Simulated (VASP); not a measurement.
A run of VASP 6.6.1:

INCAR

```
SYSTEM = TlRh4
PREC     = Accurate       ! precision mode
ENCUT    = 600            ! plane-wave cutoff, eV
EDIFF    = 1E-6           ! SCF threshold, eV
ISMEAR   = 0              ! smearing method
SIGMA    = 0.1            ! smearing width, eV
LREAL    = .FALSE.        ! projectors in reciprocal space
LASPH    = .TRUE.         ! aspherical terms in the spheres
NELM     = 100            ! most SCF steps
ALGO     = Fast           ! electronic algorithm
ISIF     = 3              ! what is computed and relaxed
LWAVE    = .FALSE.        ! write WAVECAR
LCHARG   = .FALSE.        ! write CHGCAR
GGA      = PE             ! functional
IBRION   = 2              ! ionic algorithm
NSW      = 90             ! ionic steps
EDIFFG   = -0.04          ! ionic threshold
```

KPOINTS

```
Automatic mesh
0
G
  4 4 4
  0 0 0
```

The input POSCAR:

```
TlRh4
1.0
    4.4319133600      0.0000000000      0.0000000000
    0.0000000000      4.4319133600      0.0000000000
    0.0000000000      0.0000000000      4.4319133600
Tl Rh
1 4
Direct
    0.0000000000      0.0000000000      0.0000000000
    0.5000000000      0.0000000000      0.0000000000
    0.0000000000      0.5000000000      0.0000000000
    0.0000000000      0.0000000000      0.5000000000
    0.5000000000      0.5000000000      0.5000000000
```

Potentials or basis: VASP PAW PBE potentials, release 64 (Tl_d, Rh_pv).

Launch:

```console
$ cat potpaw_PBE.64/Tl_d/POTCAR potpaw_PBE.64/Rh_pv/POTCAR > POTCAR
$ mpirun -np 1 vasp_std > vasp.out
```

Hardware: 1 thread of Intel(R) Xeon(R) 6975P-C (Granite Rapids), on a shared host.

Question: Estimate the wall time of this run.

Answer: Run time: 98 s on 1 thread of Intel(R) Xeon(R) 6975P-C (Granite Rapids), on a shared host, peak memory 0.23 GiB. Counts: scf iterations 75, k points 10, ion steps 5.
